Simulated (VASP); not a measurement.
# AlRu (rocksalt type) (Fm-3m) in VASP: further runs

The runs below take AlRu (rocksalt type) through single point, with PBE.

All numbers are computed with VASP 6.6.1; they aren't measurements. Logs are shortened: lines on timing, memory, paths and dates and some standing lists are left out, and cuts for length are marked.

### 1 The cell of the first run

Symmetry: Fm-3m, No. 225, cubic system. The conventional cell has a = 4.984 Å, b = 4.984 Å, c = 4.984 Å, α = 90.00°, β = 90.00°, γ = 90.00°. Ru (site symmetry m-3m) has 6 Al at 2.49 Å within 3.3 Å. Al (site symmetry m-3m) has 6 Ru at 2.49 Å within 3.3 Å.

### 2 Single point, PBE (volume scaled by 1, to set the pressure)

INCAR

```
SYSTEM = AlRu
ALGO = Normal ; EDIFF = 1E-7
ENCUT = 520 ; GGA = PE
ISIF = 2 ; ISMEAR = -1
LASPH = .TRUE. ; LCHARG = .FALSE.
LREAL = .FALSE. ; LWAVE = .FALSE.
NBANDS = 16 ; NELM = 80
PREC = Accurate ; SIGMA = 0.08
```

KPOINTS

```
k-points
0
G
  13 13 13
  0 0 0
```

POSCAR

```
AlRu
1.0
    0.0000000000      2.4921758264      2.4921758264
    2.4921758264      0.0000000000      2.4921758264
    2.4921758264      2.4921758264      0.0000000000
Ru Al
1 1
Direct
    0.0000000000      0.0000000000      0.0000000000
    0.5000000000      0.5000000000      0.5000000000
```

Potentials or basis: VASP PAW PBE potentials, release 64 (Ru_pv, Al).

Run with:

```console
> cat potpaw_PBE.64/Ru_pv/POTCAR potpaw_PBE.64/Al/POTCAR > POTCAR
> mpirun -np 1 vasp_std > vasp.out
```

OUTCAR:

```text
SYSTEM = AlRu
   EDIFF = 1E-7
   ENCUT = 520
   GGA = PE
   ISIF = 2
   ISMEAR = -1
   LASPH = .TRUE.
   LREAL = .FALSE.
   NELM = 80
   PREC = Accurate

 ion  position               nearest neighbor table
   1  0.000  0.000  0.000-   2 2.49   2 2.49   2 2.49   2 2.49   2 2.49   2 2.49
   2  0.500  0.500  0.500-   1 2.49   1 2.49   1 2.49   1 2.49   1 2.49   1 2.49

  LATTYP: Found a face centered cubic cell.
 ALAT       =     4.9843516528

  Lattice vectors:

 A1 = (   0.0000000000,   2.4921758264,   2.4921758264)
 A2 = (   2.4921758264,   0.0000000000,   2.4921758264)
 A3 = (   2.4921758264,   2.4921758264,   0.0000000000)

Analysis of symmetry for initial positions (statically):
=====================================================================
 Subroutine PRICEL returns:
 Original cell was already a primitive cell.

 Routine SETGRP: Setting up the symmetry group for a
 face centered cubic supercell.

 Subroutine GETGRP returns: Found 48 space group operations
 (whereof 48 operations were pure point group operations)
 out of a pool of 48 trial point group operations.

The static configuration has the point symmetry O_h .

Analysis of symmetry for dynamics (positions and initial velocities):
=====================================================================
 Subroutine PRICEL returns:
 Original cell was already a primitive cell.

 Routine SETGRP: Setting up the symmetry group for a
 face centered cubic supercell.

 Subroutine GETGRP returns: Found 48 space group operations
 (whereof 48 operations were pure point group operations)
 out of a pool of 48 trial point group operations.

The dynamic configuration has the point symmetry O_h .

 Subroutine INISYM returns: Found 48 space group operations
 (whereof 48 operations are pure point group operations),
 and found     1 'primitive' translations

----------------------------------------------------------------------------------------

                                     Primitive cell

  volume of cell :      30.9575

  direct lattice vectors                    reciprocal lattice vectors
     0.000000000  2.492175826  2.492175826    -0.200627899  0.200627899  0.200627899
     2.492175826  0.000000000  2.492175826     0.200627899 -0.200627899  0.200627899
     2.492175826  2.492175826  0.000000000     0.200627899  0.200627899 -0.200627899

  length of vectors
     3.524468854  3.524468854  3.524468854     0.347497714  0.347497714  0.347497714

  position of ions in fractional coordinates (direct lattice)
     0.000000000  0.000000000  0.000000000
     0.500000000  0.500000000  0.500000000

  ion indices of the primitive-cell ions
   primitive index   ion index
                 1           1
                 2           2

----------------------------------------------------------------------------------------

 KPOINTS: k-points

Automatic generation of k-mesh.
 Grid dimensions read from file:
 generate k-points for:   13   13   13

 Generating k-lattice:

  Cartesian coordinates                     Fractional coordinates (reciprocal lattice)
    -0.015432915  0.015432915  0.015432915     0.076923077  0.000000000  0.000000000
     0.015432915 -0.015432915  0.015432915     0.000000000  0.076923077  0.000000000
     0.015432915  0.015432915 -0.015432915     0.000000000  0.000000000  0.076923077

  Length of vectors
     0.026730593  0.026730593  0.026730593

  Shift w.r.t. Gamma in fractional coordinates (k-lattice)
     0.000000000  0.000000000  0.000000000

 Subroutine IBZKPT returns following result:
 ===========================================

 Found     84 irreducible k-points:

 Following reciprocal coordinates:
            Coordinates               Weight
  0.000000  0.000000  0.000000      1.000000
  0.076923  0.000000  0.000000      8.000000
  0.153846  0.000000  0.000000      8.000000
  0.230769  0.000000  0.000000      8.000000
  0.307692  0.000000  0.000000      8.000000
  0.384615  0.000000  0.000000      8.000000
[... 16 lines left out ...]
  0.384615  0.153846  0.000000     24.000000
  0.461538  0.153846  0.000000     24.000000
 [... further k-points ...]
   k-points           NKPTS =     84   k-points in BZ     NKDIM =     84   number of bands    NBANDS=     16
   number of dos      NEDOS =    301   number of ions     NIONS =      2
   total plane-waves  NPLWV =  21952
   dimension x,y,z NGX =    28 NGY =   28 NGZ =   28
   dimension x,y,z NGXF=    56 NGYF=   56 NGZF=   56
   ions per type =               1   1
   NGX,Y,Z   is equivalent  to a cutoff of  13.21, 13.21, 13.21 a.u.
   NGXF,Y,Z  is equivalent  to a cutoff of  26.41, 26.41, 26.41 a.u.
 SYSTEM =  AlRu
   PREC   = accura    normal or accurate (medium, high low for compatibility)
   ISTART =      0    job   : 0-new  1-cont  2-samecut
   ICHARG =      2    charge: 1-file 2-atom 10-const
   ISPIN  =      1    spin polarized calculation?
   LNONCOLLINEAR =      F non collinear calculations
   LSORBIT =      F    spin-orbit coupling
   LASPH  =      T    aspherical Exc in radial PAW
   ENCUT  =  520.0 eV  38.22 Ry    6.18 a.u.   6.55  6.55  6.55*2*pi/ulx,y,z
   NELM   =     80;   NELMIN=  2; NELMDL= -5     # of ELM steps
   EDIFF  = 0.1E-06   stopping-criterion for ELM
   LREAL  =      F    real-space projection
   EDIFFG = 0.1E-05   stopping-criterion for IOM
   NSW    =      0    number of steps for IOM
   IBRION =     -1    ionic relax: 0-MD 1-quasi-New 2-CG
   NFREE  =      0    steps in history (QN), initial steepest desc. (CG)
   ISIF   =      2    stress and relaxation
   ISYM   =      2    0-nonsym 1-usesym 2-fastsym
   POTIM  = 0.5000    time-step for ionic-motion
   TEBEG  =    0.0;   TEEND  =   0.0 temperature during run
   PSTRESS=    0.0 pullay stress
   NELECT =      17.0000    total number of electrons
   NUPDOWN=      -1.0000    fix difference up-down
   EMIN   =  10.00;   EMAX   =-10.00  energy-range for DOS
   EFERMI =   0.00;   METHOD = LEGACY
   ISMEAR =    -1;   SIGMA  =   0.08  broadening in eV -4-tet -1-fermi 0-gaus
   EFERMI_NEDOS =   21; number of points for ismear=-14 and -15
   IALGO  =     38    algorithm
   IMIX   =      4    mixing-type and parameters
     AMIX     =   0.40;   BMIX     =  1.00
     AMIX_MAG =   1.60;   BMIX_MAG =  1.00
  volume/ion in A,a.u.               =      15.48       104.46
  Fermi-wavevector in a.u.,A,eV,Ry     =   1.340610  2.533386 24.452870  1.797235
  Thomas-Fermi vector in A             =   2.468909
   LORBIT       =      0    0 simple, 1 ext, 2 COOP (PROOUT), +10 PAW based schemes
   GGA     = PE    functional components
   LHFCALC =     F    Hartree Fock is set to
   AEXX    =    0.0000 exact exchange contribution
   IVDW    =     0    specifies the selected vdW correction
   LEPSILON=     F    determine dielectric tensor
   LRPA    =     F    only Hartree local field effects (RPA)
 non-spin polarized calculation
  energy-cutoff  :      520.00
  volume of cell :       30.96
 maximum number of plane-waves:       869
   NGX = 13   NGY = 13   NGZ = 13

 number of electron      17.0000001 magnetization

 Free energy of the ion-electron system (eV)
  ---------------------------------------------------
  ext. energy  EPLUGINS =         0.00000000
  ---------------------------------------------------
  free energy    TOTEN  =       -12.70230596 eV

  energy without entropy =      -12.65759666  energy(sigma->0) =      -12.67995131

 E-fermi :   9.0127     XC(G=0): -11.7370

 val. band max:        8.9832652860   @ k =  -0.3846   0.1538   0.0000
 cond. band min:       9.0241640636   @ k =   0.4615   0.4615   0.0000
 fundamental gap:      0.0408987776
 Fermi energy:         9.0126689385

 k-point     1 :       0.0000    0.0000    0.0000
  band No.  band energies     occupation
      1     -32.8266      2.00000
      2     -32.8266      2.00000
      3     -32.8266      2.00000
      4       0.0268      2.00000
      5       7.0387      2.00000
      6       7.0387      2.00000
[... 8 lines left out ...]
     15      22.3853      0.00000
     16      22.3853      0.00000

 k-point     2 :       0.0769    0.0000    0.0000
  band No.  band energies     occupation
      1     -32.8305      2.00000
      2     -32.8272      2.00000
      3     -32.8272      2.00000
      4       0.1474      2.00000
      5       6.9601      2.00000
      6       7.0700      2.00000
[... 8 lines left out ...]
     15      22.2228      0.00000
     16      22.2229      0.00000

 k-point     3 :       0.1538    0.0000    0.0000
  band No.  band energies     occupation
      1     -32.8412      2.00000
      2     -32.8290      2.00000
      3     -32.8290      2.00000
      4       0.5036      2.00000
      5       6.7391      2.00000
      6       6.9834      2.00000
[... 8 lines left out ...]
     15      21.6424      0.00000
     16      21.6601      0.00000

 k-point     4 :       0.2308    0.0000    0.0000
  band No.  band energies     occupation
      1     -32.8563      2.00000
      2     -32.8314      2.00000
      3     -32.8314      2.00000
      4       1.0777      2.00000
      5       6.4045      2.00000
      6       6.7548      2.00000
[... 8 lines left out ...]
     15      20.7166      0.00000
     16      21.6601      0.00000

 k-point     5 :       0.3077    0.0000    0.0000
  band No.  band energies     occupation
      1     -32.8723      2.00000
      2     -32.8340      2.00000
      3     -32.8340      2.00000
      4       1.8364      2.00000
      5       5.9679      2.00000
      6       6.5200      2.00000
[... 8 lines left out ...]
     15      19.8895      0.00000
     16      21.6601      0.00000

 k-point     6 :       0.3846    0.0000    0.0000
  band No.  band energies     occupation
      1     -32.8855      2.00000
      2     -32.8361      2.00000
      3     -32.8361      2.00000
      4       2.7215      2.00000
      5       5.4071      2.00000
      6       6.3378      2.00000
[... 8 lines left out ...]
     15      19.5563      0.00000
     16      21.6601      0.00000
[... 267 lines left out ...]
 k-point    21 :       0.2308    0.1538    0.0000
  band No.  band energies     occupation
      1     -32.8507      2.00000
      2     -32.8349      2.00000
      3     -32.8344      2.00000
      4       1.0606      2.00000
      5       6.4545      2.00000
      6       6.5094      2.00000
[... 8 lines left out ...]
     15      21.5121      0.00000
     16      21.6603      0.00000

 k-point    22 :       0.3077    0.1538    0.0000
  band No.  band energies     occupation
      1     -32.8636      2.00000
      2     -32.8376      2.00000
      3     -32.8373      2.00000
      4       1.6648      2.00000
      5       6.0882      2.00000
      6       6.3349      2.00000
[... 8 lines left out ...]
     15      21.3761      0.00000
     16      21.6606      0.00000

 k-point    23 :       0.3846    0.1538    0.0000
  band No.  band energies     occupation
      1     -32.8761      2.00000
      2     -32.8408      2.00000
      3     -32.8397      2.00000
      4       2.4229      2.00000
      5       5.6464      2.00000
      6       6.2274      2.00000
[... 8 lines left out ...]
     15      21.2285      0.00000
     16      21.6606      0.00000

 k-point    24 :       0.4615    0.1538    0.0000
  band No.  band energies     occupation
      1     -32.8852      2.00000
      2     -32.8442      2.00000
      3     -32.8407      2.00000
      4       3.2692      2.00000
      5       5.1082      2.00000
      6       6.1937      2.00000
[... 8 lines left out ...]
     15      21.0966      0.00000
     16      21.6605      0.00000

 [... further k-points ...]
[... 5 lines left out ...]
  --------------------------------------------------------------------------------------
  -------------------------------------------------------------------------------------
  Total       -0.0065607     -0.0065607     -0.0065607      0.0000000      0.0000000     -0.0000000
  in kB       -0.3395450     -0.3395450     -0.3395450      0.0000000      0.0000000     -0.0000000
  external PRESSURE =      -0.3395450 kB  Pullay stress =       0.0000000 kB

 VOLUME and BASIS-vectors are now :
 -----------------------------------------------------------------------------
  energy-cutoff  :      520.00
  volume of cell :       30.96
      direct lattice vectors                 reciprocal lattice vectors
     0.000000000  2.492175826  2.492175826    -0.200627899  0.200627899  0.200627899
     2.492175826  0.000000000  2.492175826     0.200627899 -0.200627899  0.200627899
     2.492175826  2.492175826  0.000000000     0.200627899  0.200627899 -0.200627899

 POSITION                                       TOTAL-FORCE (eV/Angst)
 -----------------------------------------------------------------------------------
      0.00000      0.00000      0.00000         0.000000      0.000000      0.000000
      2.49218      2.49218      2.49218        -0.000000     -0.000000     -0.000000
 -----------------------------------------------------------------------------------
    total drift:                               -0.000000     -0.000000      0.000000

  FREE ENERGIE OF THE ION-ELECTRON SYSTEM (eV)
  ---------------------------------------------------
  free  energy   TOTEN  =       -12.7023059635 eV

  energy  without entropy=      -12.6575966592  energy(sigma->0) =      -12.67995131
```

Run time: 18 s. Hardware: 1 thread of Intel Xeon 6975P-C (Granite Rapids), shared host; peak memory 0.18 GiB.

What came out:

```yaml
Free_energy: -12.7023 eV
Pressure: 0.0 GPa
```

Levels at points of the mesh, in eV from the Fermi level:
```tsv
k point	band 5	band 6	band 7	band 8	band 9	band 10	band 11	band 12	band 13	band 14
(0.00, 0.00, 0.00)	-1.97	-1.97	-1.97	-1.67	-1.67	6.56	6.56	6.56	10.08	12.65
```

Caveat: the cell differs from its parent crystal (volume scaled by 1, to set the pressure).

### 3 Single point, PBE

INCAR

```
SYSTEM = AlRu
  ALGO = Normal
  EDIFF = 1E-7
  ENCUT = 520
  GGA = PE
  ISIF = 2
  ISMEAR = -1
  LASPH = .True.
  LCHARG = .True.
  LELF = .True.
  LREAL = .False.
  LVHAR = .True.
  LWAVE = .False.
  NBANDS = 16
  NELM = 100
  PREC = Accurate
  SIGMA = 0.08
```

KPOINTS

```
k-points
0
Gamma
  13 13 13
  0 0 0
```

POSCAR

```
AlRu
1.0
    0.0000000000      2.4919559450      2.4919559450
    2.4919559450      0.0000000000      2.4919559450
    2.4919559450      2.4919559450      0.0000000000
Ru Al
1 1
Direct
    0.0000000000      0.0000000000      0.0000000000
    0.5000000000      0.5000000000      0.5000000000
```

Potentials or basis: VASP PAW PBE potentials, release 64 (Ru_pv, Al).

Run with:

```console
> cat potpaw_PBE.64/Ru_pv/POTCAR potpaw_PBE.64/Al/POTCAR > POTCAR
> mpirun -np 1 vasp_std > vasp.out
```

OUTCAR:

```text
SYSTEM = AlRu
   EDIFF = 1E-7
   ENCUT = 520
   GGA = PE
   ISIF = 2
   ISMEAR = -1
   LASPH = .True.
   LREAL = .False.
   NELM = 100
   PREC = Accurate

 ion  position               nearest neighbor table
   1  0.000  0.000  0.000-   2 2.49   2 2.49   2 2.49   2 2.49   2 2.49   2 2.49
   2  0.500  0.500  0.500-   1 2.49   1 2.49   1 2.49   1 2.49   1 2.49   1 2.49

  LATTYP: Found a face centered cubic cell.
 ALAT       =     4.9839118900

  Lattice vectors:

 A1 = (   0.0000000000,   2.4919559450,   2.4919559450)
 A2 = (   2.4919559450,   0.0000000000,   2.4919559450)
[... 625 lines left out ...]
      5       5.1106      2.00000
      6       6.1961      2.00000
[... 8 lines left out ...]
     15      21.1019      0.00000
     16      21.6640      0.00000

 [... further k-points ...]
[... 5 lines left out ...]
  --------------------------------------------------------------------------------------
  -------------------------------------------------------------------------------------
  Total        0.0007961      0.0007961      0.0007961      0.0000000      0.0000000      0.0000000
  in kB        0.0412117      0.0412117      0.0412117      0.0000000      0.0000000      0.0000000
  external PRESSURE =       0.0412117 kB  Pullay stress =       0.0000000 kB

 VOLUME and BASIS-vectors are now :
 -----------------------------------------------------------------------------
  energy-cutoff  :      520.00
  volume of cell :       30.95
      direct lattice vectors                 reciprocal lattice vectors
     0.000000000  2.491955945  2.491955945    -0.200645602  0.200645602  0.200645602
     2.491955945  0.000000000  2.491955945     0.200645602 -0.200645602  0.200645602
     2.491955945  2.491955945  0.000000000     0.200645602  0.200645602 -0.200645602

 POSITION                                       TOTAL-FORCE (eV/Angst)
 -----------------------------------------------------------------------------------
      0.00000      0.00000      0.00000         0.000000      0.000000     -0.000000
      2.49196      2.49196      2.49196        -0.000000     -0.000000      0.000000
 -----------------------------------------------------------------------------------
    total drift:                               -0.000000     -0.000000      0.000000

  FREE ENERGIE OF THE ION-ELECTRON SYSTEM (eV)
  ---------------------------------------------------
  free  energy   TOTEN  =       -12.7023033512 eV

  energy  without entropy=      -12.6576196472  energy(sigma->0) =      -12.67996150
```

It took 19 s on 1 thread of Intel Xeon 6975P-C (Granite Rapids), shared host; peak memory 0.18 GiB.

Results:

| Item | Value |
| --- | --- |
| Free energy | -12.7023 eV |
| Pressure | 0.0 GPa |
